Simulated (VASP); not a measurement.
A run of VASP 6.6.1:

INCAR

```
SYSTEM = GaN
  PREC = Accurate
  ENCUT = 520
  EDIFF = 1E-8
  ISMEAR = 0
  SIGMA = 0.01
  LREAL = .FALSE.
  LASPH = .TRUE.
  NELM = 80
  ALGO = Normal
  ISIF = 2
  LWAVE = .FALSE.
  LCHARG = .FALSE.
  GGA = RP
  NBANDS = 26
  IBRION = 8
  NSW = 1
```

File KPOINTS:

```
Automatic mesh
0
G
  6 6 3
  0 0 0
```

POSCAR

```
GaN
1.0
    3.1800000000      0.0000000000      0.0000000000
   -1.5900000000      2.7539610000      0.0000000000
    0.0000000000      0.0000000000      5.1660000000
Ga N
2 2
Direct
    0.3333333333      0.6666666667      0.0000000000
    0.6666666667      0.3333333333      0.5000000000
    0.3333333333      0.6666666667      0.3750000000
    0.6666666667      0.3333333333      0.8750000000
```

Potentials or basis: VASP PAW PBE potentials, release 64 (Ga_d, N).

Command:

```sh
$ cat potpaw_PBE.64/Ga_d/POTCAR potpaw_PBE.64/N/POTCAR > POTCAR
$ mpirun -np 1 vasp_std > vasp.out
```

Hardware: 1 thread of Intel(R) Xeon(R) Platinum 8488C (Sapphire Rapids), on a shared host.

Task: How long does it take, and how much memory?

Result: It took 3.1 min on 1 thread of Intel(R) Xeon(R) Platinum 8488C (Sapphire Rapids) (shared host), peak memory 0.29 GiB. Counts: scf iterations 84, k points 14.
